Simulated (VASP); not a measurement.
A run of VASP 6.6.1 is set up as follows.

POSCAR

```
TiAl2
1.0
    1.9564289814     -6.0385908041      0.0000000000
    1.9564289814      6.0385908041      0.0000000000
    0.0000000000      0.0000000000      3.9918153083
Ti Al
2 4
Direct
    0.6564886626      0.3435113374      0.0000000000
    0.3435113374      0.6564886626      0.0000000000
    0.0000000000      0.0000000000      0.0000000000
    0.8274968659      0.1725031341      0.5000000000
    0.1725031341      0.8274968659      0.5000000000
    0.5000000000      0.5000000000      0.5000000000
```

The input INCAR.step1:

```
ALGO     = Normal         # electronic algorithm
EDIFF    = 1E-4           # SCF threshold, eV
ENCUT    = 520            # plane-wave cutoff, eV
GGA      = PE             # functional
ISMEAR   = -1             # smearing method
LASPH    = T              # aspherical terms in the spheres
LCHARG   = F              # write CHGCAR
LREAL    = F              # projectors in reciprocal space
LWAVE    = T              # write WAVECAR
NBANDS   = 27             # bands
NELM     = 100            # most SCF steps
PREC     = Accurate       # precision mode
SIGMA    = 0.1            # smearing width, eV
```

INCAR.step2

```
ALGO     = Normal         # electronic algorithm
EDIFF    = 1E-6           # SCF threshold, eV
ENCUT    = 520            # plane-wave cutoff, eV
ISIF     = 2              # what is computed and relaxed
ISMEAR   = -1             # smearing method
ISTART   = 1            
LASPH    = T              # aspherical terms in the spheres
LCHARG   = F              # write CHGCAR
LMIXTAU  = T            
LREAL    = F              # projectors in reciprocal space
LWAVE    = F              # write WAVECAR
METAGGA  = R2SCAN         # meta-GGA
NBANDS   = 27             # bands
NELM     = 100            # most SCF steps
PREC     = Accurate       # precision mode
SIGMA    = 0.1            # smearing width, eV
```

File KPOINTS:

```
k-points
0
Gamma
  6 6 6
```

Potentials or basis: VASP PAW PBE potentials, release 64 (Ti_sv, Al).

Launch:

```console
$ cat potpaw_PBE.64/Ti_sv/POTCAR potpaw_PBE.64/Al/POTCAR > POTCAR
$ cp INCAR.step1 INCAR
$ mpirun -np 1 vasp_std > vasp.out
$ cp INCAR.step2 INCAR
$ mpirun -np 1 vasp_std > vasp.out
```

(1) Predict the band gap on the k mesh.

(2) Estimate the largest force.

(3) Predict the pressure.

Results:

(1) zero (bands 18 and 19 overlap by 1.64 eV).

(2) 0.005 eV/Å.

(3) 0.0 GPa.

Caveat: the PAW data sets were made with another functional, which shifts forces and pressure a little.
